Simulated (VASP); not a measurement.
# Tc (P6_3/mmc) in VASP: further runs

Tc is run at these levels: LDA; tasks: single point.

All numbers are computed with VASP 6.6.1; they aren't measurements. Logs are shortened: lines on timing, memory, paths and dates and some standing lists are left out, and cuts for length are marked.

## (1) The cell of the first run

Symmetry: P6_3/mmc, No. 194, hexagonal system. The conventional cell has a = 2.713 Å, b = 2.713 Å, c = 4.398 Å, α = 90.00°, β = 90.00°, γ = 120.00°. Tc (site symmetry -6m2) has 12 Tc at 2.70 to 2.71 Å within 3.6 Å.

## (2) Single point, LDA (equal xx and yy strain of -1 %)

File INCAR:

```
SYSTEM = Tc
ALGO = Normal
EDIFF = 1E-6
ENCUT = 520
GGA = CA
ISIF = 2
ISMEAR = -1
LASPH = .TRUE.
LCHARG = .FALSE.
LREAL = .FALSE.
LWAVE = .FALSE.
NBANDS = 20
NELM = 80
PREC = Accurate
SIGMA = 0.08
```

File KPOINTS:

```
k-points
0
G
  17 17 9
  0 0 0
```

File POSCAR:

```
Tc
1.0
    2.7126001687      0.0000000000      0.0000000000
   -1.3563000844      2.3491806565      0.0000000000
    0.0000000000      0.0000000000      4.3980000000
Tc
2
Direct
    0.3333333333      0.6666666667      0.2500000000
    0.6666666667      0.3333333333      0.7500000000
```

Potentials or basis: VASP PAW LDA potentials, release 64 (Tc_pv).

Launch:

```bash
$ cat potpaw_LDA.64/Tc_pv/POTCAR > POTCAR
$ mpirun -np 1 vasp_std > vasp.out
```

OUTCAR:

```text
SYSTEM = Tc
   EDIFF = 1E-6
   ENCUT = 520
   GGA = CA
   ISIF = 2
   ISMEAR = -1
   LASPH = .TRUE.
   LREAL = .FALSE.
   NELM = 80
   PREC = Accurate

 ion  position               nearest neighbor table
   1  0.333  0.667  0.250-   2 2.70   2 2.70   2 2.70   2 2.70   2 2.70   2 2.70
   2  0.667  0.333  0.750-   1 2.70   1 2.70   1 2.70   1 2.70   1 2.70   1 2.70

  LATTYP: Found a hexagonal cell.
 ALAT       =     2.7126001687
 C/A-ratio  =     1.6213226154

  Lattice vectors:

 A1 = (   2.7126001687,   0.0000000000,   0.0000000000)
 A2 = (  -1.3563000844,   2.3491806565,   0.0000000000)
 A3 = (   0.0000000000,   0.0000000000,   4.3980000000)

Analysis of symmetry for initial positions (statically):
=====================================================================
 Subroutine PRICEL returns:
 Original cell was already a primitive cell.

 Routine SETGRP: Setting up the symmetry group for a
 hexagonal supercell.

 Subroutine GETGRP returns: Found 24 space group operations
 (whereof 12 operations were pure point group operations)
 out of a pool of 24 trial point group operations.

The static configuration has the point symmetry D_3d.
 The point group associated with its full space group is D_6h.

Analysis of symmetry for dynamics (positions and initial velocities):
=====================================================================
 Subroutine PRICEL returns:
 Original cell was already a primitive cell.

 Routine SETGRP: Setting up the symmetry group for a
 hexagonal supercell.

 Subroutine GETGRP returns: Found 24 space group operations
 (whereof 12 operations were pure point group operations)
 out of a pool of 24 trial point group operations.

The dynamic configuration has the point symmetry D_3d.
 The point group associated with its full space group is D_6h.

 Subroutine INISYM returns: Found 24 space group operations
 (whereof 12 operations are pure point group operations),
 and found     1 'primitive' translations

----------------------------------------------------------------------------------------

                                     Primitive cell

  volume of cell :      28.0258

  direct lattice vectors                    reciprocal lattice vectors
     2.712600169  0.000000000  0.000000000     0.368649981  0.212840166  0.000000000
    -1.356300084  2.349180657  0.000000000     0.000000000  0.425680331  0.000000000
     0.000000000  0.000000000  4.398000000     0.000000000  0.000000000  0.227376080

  length of vectors
     2.712600169  2.712600169  4.398000000     0.425680331  0.425680331  0.227376080

  position of ions in fractional coordinates (direct lattice)
     0.333333333  0.666666667  0.250000000
     0.666666667  0.333333333  0.750000000

  ion indices of the primitive-cell ions
   primitive index   ion index
                 1           1
                 2           2

----------------------------------------------------------------------------------------

 KPOINTS: k-points

Automatic generation of k-mesh.
 Grid dimensions read from file:
 generate k-points for:   17   17    9

 Generating k-lattice:

  Cartesian coordinates                     Fractional coordinates (reciprocal lattice)
     0.021685293  0.012520010  0.000000000     0.058823529  0.000000000  0.000000000
     0.000000000  0.025040019  0.000000000     0.000000000  0.058823529  0.000000000
     0.000000000  0.000000000  0.025264009     0.000000000  0.000000000  0.111111111

  Length of vectors
     0.025040019  0.025040019  0.025264009

  Shift w.r.t. Gamma in fractional coordinates (k-lattice)
     0.000000000  0.000000000  0.000000000

 Subroutine IBZKPT returns following result:
 ===========================================

 Found    165 irreducible k-points:

 Following reciprocal coordinates:
            Coordinates               Weight
  0.000000  0.000000  0.000000      1.000000
  0.058824  0.000000  0.000000      6.000000
  0.117647  0.000000  0.000000      6.000000
  0.176471  0.000000  0.000000      6.000000
  0.235294  0.000000  0.000000      6.000000
  0.294118  0.000000  0.000000      6.000000
[... 16 lines left out ...]
  0.411765  0.117647  0.000000     12.000000
  0.176471  0.176471  0.000000      6.000000
 [... further k-points ...]
   k-points           NKPTS =    165   k-points in BZ     NKDIM =    165   number of bands    NBANDS=     20
   number of dos      NEDOS =    301   number of ions     NIONS =      2
   total plane-waves  NPLWV =  14400
   dimension x,y,z NGX =    20 NGY =   20 NGZ =   36
   dimension x,y,z NGXF=    40 NGYF=   40 NGZF=   72
   ions per type =               2
   NGX,Y,Z   is equivalent  to a cutoff of  12.26, 12.26, 13.61 a.u.
   NGXF,Y,Z  is equivalent  to a cutoff of  24.51, 24.51, 27.22 a.u.
 SYSTEM =  Tc
   PREC   = accura    normal or accurate (medium, high low for compatibility)
   ISTART =      0    job   : 0-new  1-cont  2-samecut
   ICHARG =      2    charge: 1-file 2-atom 10-const
   ISPIN  =      1    spin polarized calculation?
   LNONCOLLINEAR =      F non collinear calculations
   LSORBIT =      F    spin-orbit coupling
   LASPH  =      T    aspherical Exc in radial PAW
   ENCUT  =  520.0 eV  38.22 Ry    6.18 a.u.   5.04  5.04  8.18*2*pi/ulx,y,z
   NELM   =     80;   NELMIN=  2; NELMDL= -5     # of ELM steps
   EDIFF  = 0.1E-05   stopping-criterion for ELM
   LREAL  =      F    real-space projection
   EDIFFG = 0.1E-04   stopping-criterion for IOM
   NSW    =      0    number of steps for IOM
   IBRION =     -1    ionic relax: 0-MD 1-quasi-New 2-CG
   NFREE  =      0    steps in history (QN), initial steepest desc. (CG)
   ISIF   =      2    stress and relaxation
   ISYM   =      2    0-nonsym 1-usesym 2-fastsym
   POTIM  = 0.5000    time-step for ionic-motion
   TEBEG  =    0.0;   TEEND  =   0.0 temperature during run
   PSTRESS=    0.0 pullay stress
   NELECT =      26.0000    total number of electrons
   NUPDOWN=      -1.0000    fix difference up-down
   EMIN   =  10.00;   EMAX   =-10.00  energy-range for DOS
   EFERMI =   0.00;   METHOD = LEGACY
   ISMEAR =    -1;   SIGMA  =   0.08  broadening in eV -4-tet -1-fermi 0-gaus
   EFERMI_NEDOS =   21; number of points for ismear=-14 and -15
   IALGO  =     38    algorithm
   IMIX   =      4    mixing-type and parameters
     AMIX     =   0.40;   BMIX     =  1.00
     AMIX_MAG =   1.60;   BMIX_MAG =  1.00
  volume/ion in A,a.u.               =      14.01        94.56
  Fermi-wavevector in a.u.,A,eV,Ry     =   1.596664  3.017257 34.685811  2.549335
  Thomas-Fermi vector in A             =   2.694391
   LORBIT       =      0    0 simple, 1 ext, 2 COOP (PROOUT), +10 PAW based schemes
   GGA     = CA    functional components
   LHFCALC =     F    Hartree Fock is set to
   AEXX    =    0.0000 exact exchange contribution
   IVDW    =     0    specifies the selected vdW correction
   LEPSILON=     F    determine dielectric tensor
   LRPA    =     F    only Hartree local field effects (RPA)
 non-spin polarized calculation
  energy-cutoff  :      520.00
  volume of cell :       28.03
 maximum number of plane-waves:       772
   NGX = 11   NGY = 11   NGZ = 17

 number of electron      26.0000002 magnetization

 Free energy of the ion-electron system (eV)
  ---------------------------------------------------
  ext. energy  EPLUGINS =         0.00000000
  ---------------------------------------------------
  free energy    TOTEN  =       -23.47861132 eV

  energy without entropy =      -23.43831726  energy(sigma->0) =      -23.45846429

 E-fermi :  12.8687     XC(G=0): -14.1488

 val. band max:       12.8639393064   @ k =   0.2353   0.0588   0.4444
 cond. band min:      12.8841984629   @ k =   0.4706   0.0588   0.1111
 fundamental gap:      0.0202591565
 Fermi energy:        12.8687154619

 k-point     1 :       0.0000    0.0000    0.0000
  band No.  band energies     occupation
      1     -26.4523      2.00000
      2     -25.2389      2.00000
      3     -25.2389      2.00000
      4     -25.0486      2.00000
      5     -25.0486      2.00000
      6     -25.0382      2.00000
[... 12 lines left out ...]
     19      24.0555      0.00000
     20      27.2579      0.00000

 k-point     2 :       0.0588    0.0000    0.0000
  band No.  band energies     occupation
      1     -26.4370      2.00000
      2     -25.2753      2.00000
      3     -25.2505      2.00000
      4     -25.0863      2.00000
      5     -25.0538      2.00000
      6     -25.0441      2.00000
[... 12 lines left out ...]
     19      24.0383      0.00000
     20      27.5366      0.00000

 k-point     3 :       0.1176    0.0000    0.0000
  band No.  band energies     occupation
      1     -26.3922      2.00000
      2     -25.3792      2.00000
      3     -25.2831      2.00000
      4     -25.1927      2.00000
      5     -25.0691      2.00000
      6     -25.0622      2.00000
[... 12 lines left out ...]
     19      23.9688      0.00000
     20      28.2808      0.00000

 k-point     4 :       0.1765    0.0000    0.0000
  band No.  band energies     occupation
      1     -26.3209      2.00000
      2     -25.5365      2.00000
      3     -25.3500      2.00000
      4     -25.3310      2.00000
      5     -25.0935      2.00000
      6     -25.0927      2.00000
[... 12 lines left out ...]
     19      23.8253      0.00000
     20      29.0288      0.00000

 k-point     5 :       0.2353    0.0000    0.0000
  band No.  band energies     occupation
      1     -26.2282      2.00000
      2     -25.7250      2.00000
      3     -25.5336      2.00000
      4     -25.3869      2.00000
      5     -25.1361      2.00000
      6     -25.1242      2.00000
[... 12 lines left out ...]
     19      23.6254      0.00000
     20      28.4151      0.00000
[... 353 lines left out ...]
      6     -25.2698      2.00000
[... 12 lines left out ...]
     19      24.2068      0.00000
     20      24.8028      0.00000

 k-point    22 :       0.3529    0.1176    0.0000
  band No.  band energies     occupation
      1     -26.1859      2.00000
      2     -25.9788      2.00000
      3     -25.8760      2.00000
      4     -25.5951      2.00000
      5     -25.3449      2.00000
      6     -25.2994      2.00000
[... 12 lines left out ...]
     19      24.3913      0.00000
     20      25.2985      0.00000

 k-point    23 :       0.4118    0.1176    0.0000
  band No.  band energies     occupation
      1     -26.2488      2.00000
      2     -26.0229      2.00000
      3     -25.8080      2.00000
      4     -25.6256      2.00000
      5     -25.3953      2.00000
      6     -25.3152      2.00000
[... 12 lines left out ...]
     19      24.8108      0.00000
     20      25.0424      0.00000

 k-point    24 :       0.1765    0.1765    0.0000
  band No.  band energies     occupation
      1     -26.0961      2.00000
      2     -25.8295      2.00000
      3     -25.8203      2.00000
      4     -25.4422      2.00000
      5     -25.2561      2.00000
      6     -25.2052      2.00000
[... 12 lines left out ...]
     19      23.5904      0.00000
     20      27.2852      0.00000

 [... further k-points ...]
[... 5 lines left out ...]
  --------------------------------------------------------------------------------------
  -------------------------------------------------------------------------------------
  Total       -0.6540184     -0.6540184     -1.5847792      0.0000000      0.0000000     -0.0000000
  in kB      -37.3889400    -37.3889401    -90.5986901      0.0000000      0.0000000     -0.0000000
  external PRESSURE =     -55.1255234 kB  Pullay stress =       0.0000000 kB

 VOLUME and BASIS-vectors are now :
 -----------------------------------------------------------------------------
  energy-cutoff  :      520.00
  volume of cell :       28.03
      direct lattice vectors                 reciprocal lattice vectors
     2.712600169  0.000000000  0.000000000     0.368649981  0.212840166  0.000000000
    -1.356300084  2.349180657  0.000000000     0.000000000  0.425680331  0.000000000
     0.000000000  0.000000000  4.398000000     0.000000000  0.000000000  0.227376080

 POSITION                                       TOTAL-FORCE (eV/Angst)
 -----------------------------------------------------------------------------------
     -0.00000      1.56612      1.09950         0.000000     -0.000000      0.000000
      1.35630      0.78306      3.29850        -0.000000      0.000000      0.000000
 -----------------------------------------------------------------------------------
    total drift:                               -0.000000      0.000000     -0.000000

  FREE ENERGIE OF THE ION-ELECTRON SYSTEM (eV)
  ---------------------------------------------------
  free  energy   TOTEN  =       -23.4786113176 eV

  energy  without entropy=      -23.4383172594  energy(sigma->0) =      -23.45846429
```

It took 80 s on 1 thread of Intel Xeon 8259CL, shared host; peak memory 0.19 GiB.

Results:

| Quantity | Value |
| --- | --- |
| Free energy | -23.4786 eV |
| Pressure | -5.5 GPa |
| Band gap on the k mesh | zero (bands 13 and 14 overlap by 3.12 eV) |

Caveat: the cell differs from its parent crystal (equal xx and yy strain of -1 %); the stress differs along the axes, from -9 to -4 GPa.

## (3) Single point, LDA (14.15 Å³/atom)

This run uses another cell than the first one, of 14.15 Å³/atom.

File INCAR:

```
PREC     = Accurate       # precision mode
ENCUT    = 520            # plane-wave cutoff, eV
EDIFF    = 1E-7           # SCF threshold, eV
ISMEAR   = -1             # smearing method
SIGMA    = 0.08           # smearing width, eV
LREAL    = F              # projectors in reciprocal space
LASPH    = T              # aspherical terms in the spheres
NELM     = 100            # most SCF steps
ALGO     = Normal         # electronic algorithm
ISIF     = 2              # what is computed and relaxed
LWAVE    = F              # write WAVECAR
LCHARG   = T              # write CHGCAR
GGA      = CA             # functional
LELF     = T              # ELF
LVHAR    = T            
NBANDS   = 20             # bands
```

File KPOINTS:

```
regular mesh
0
Gamma
  17 17 9
```

File POSCAR:

```
Tc
1.0
    2.7308362218      0.0000000000      0.0000000000
   -1.3654181109      2.3649735417      0.0000000000
    0.0000000000      0.0000000000      4.3832908600
Tc
2
Direct
    0.3333333333      0.6666666667      0.2500000000
    0.6666666667      0.3333333333      0.7500000000
```

Potentials or basis: VASP PAW LDA potentials, release 64 (Tc_pv).

Launch:

```bash
$ cat potpaw_LDA.64/Tc_pv/POTCAR > POTCAR
$ mpirun -np 1 vasp_std > vasp.out
```

OUTCAR:

```text
PREC = Accurate
   ENCUT = 520
   EDIFF = 1E-7
   ISMEAR = -1
   LREAL = F
   LASPH = T
   NELM = 100
   ISIF = 2
   GGA = CA

 ion  position               nearest neighbor table
   1  0.333  0.667  0.250-   2 2.70   2 2.70   2 2.70   2 2.70   2 2.70   2 2.70
   2  0.667  0.333  0.750-   1 2.70   1 2.70   1 2.70   1 2.70   1 2.70   1 2.70

  LATTYP: Found a hexagonal cell.
 ALAT       =     2.7308362218
 C/A-ratio  =     1.6051093892

  Lattice vectors:

 A1 = (   2.7308362218,   0.0000000000,   0.0000000000)
[... 188 lines left out ...]
      2     -25.4429      2.00000
      3     -25.4429      2.00000
      4     -25.2482      2.00000
      5     -25.2482      2.00000
      6     -25.2110      2.00000
[... 541 lines left out ...]
     19      23.4113      0.00000
     20      26.8877      0.00000

 [... further k-points ...]
[... 5 lines left out ...]
  --------------------------------------------------------------------------------------
  -------------------------------------------------------------------------------------
  Total       -1.4280560     -1.4280560     -1.7326470      0.0000000      0.0000000     -0.0000000
  in kB      -80.8227441    -80.8227441    -98.0614801      0.0000000      0.0000000     -0.0000000
  external PRESSURE =     -86.5689895 kB  Pullay stress =       0.0000000 kB

 VOLUME and BASIS-vectors are now :
 -----------------------------------------------------------------------------
  energy-cutoff  :      520.00
  volume of cell :       28.31
      direct lattice vectors                 reciprocal lattice vectors
     2.730836222  0.000000000  0.000000000     0.366188200  0.211418856  0.000000000
    -1.365418111  2.364973542  0.000000000     0.000000000  0.422837711  0.000000000
     0.000000000  0.000000000  4.383290860     0.000000000  0.000000000  0.228139093

 POSITION                                       TOTAL-FORCE (eV/Angst)
 -----------------------------------------------------------------------------------
     -0.00000      1.57665      1.09582         0.000000     -0.000000      0.000000
      1.36542      0.78832      3.28747        -0.000000      0.000000      0.000000
 -----------------------------------------------------------------------------------
    total drift:                               -0.000000      0.000000     -0.000000

  FREE ENERGIE OF THE ION-ELECTRON SYSTEM (eV)
  ---------------------------------------------------
  free  energy   TOTEN  =       -23.4705490633 eV

  energy  without entropy=      -23.4293087030  energy(sigma->0) =      -23.44992888
```

OSZICAR:

```text
N       E                     dE             d eps       ncg     rms          rms(c)
DAV:   1     0.309767374378E+03    0.30977E+03   -0.16366E+04  6632   0.137E+03
DAV:   2    -0.173164335128E+02   -0.32708E+03   -0.31992E+03  6996   0.411E+02
DAV:   3    -0.250028455811E+02   -0.76864E+01   -0.76410E+01  7560   0.740E+01
DAV:   4    -0.250498651345E+02   -0.47020E-01   -0.47014E-01  7280   0.635E+00
DAV:   5    -0.250503211429E+02   -0.45601E-03   -0.45601E-03  7556   0.609E-01    0.208E+01
DAV:   6    -0.236455614060E+02    0.14048E+01   -0.26628E+00  7256   0.154E+01    0.633E+00
DAV:   7    -0.234837921962E+02    0.16177E+00   -0.38469E-01  7516   0.542E+00    0.903E-01
DAV:   8    -0.234704764878E+02    0.13316E-01   -0.10412E-02  6852   0.105E+00    0.117E-01
DAV:   9    -0.234705358019E+02   -0.59314E-04   -0.14137E-04  7560   0.998E-02    0.325E-02
DAV:  10    -0.234705490733E+02   -0.13271E-04   -0.14164E-05  7256   0.290E-02    0.686E-03
DAV:  11    -0.234705490633E+02    0.10016E-07   -0.45747E-07  7532   0.585E-03
   1 F= -.23470549E+02 E0= -.23449929E+02  d E =-.412404E-01
```

stdout:

```text
POSCAR found type information on POSCAR Tc
 POSCAR found :  1 types and       2 ions
 scaLAPACK will be used
 LDA part: xc-table for (Slater(with rela. corr.)+CA(PZ))
 , standard interpolation
 POSCAR, INCAR and KPOINTS ok, starting setup
 FFT: planning ... GRIDC
 FFT: planning ... GRID_SOFT
 FFT: planning ... GRID
 WAVECAR not read
 entering main loop
```

It took 80 s on 1 thread of Intel Xeon 8259CL, shared host; peak memory 0.18 GiB.

Results:

```yaml
Free_energy: -23.4705 eV
Pressure: -8.7 GPa
Band_gap_on_the_k_mesh: zero (bands 13 and 14 overlap by 3.10 eV)
```

Caveat: the cell stands under tension.

The gap in the log of VASP goes by the Fermi energy; the results here count the filled bands.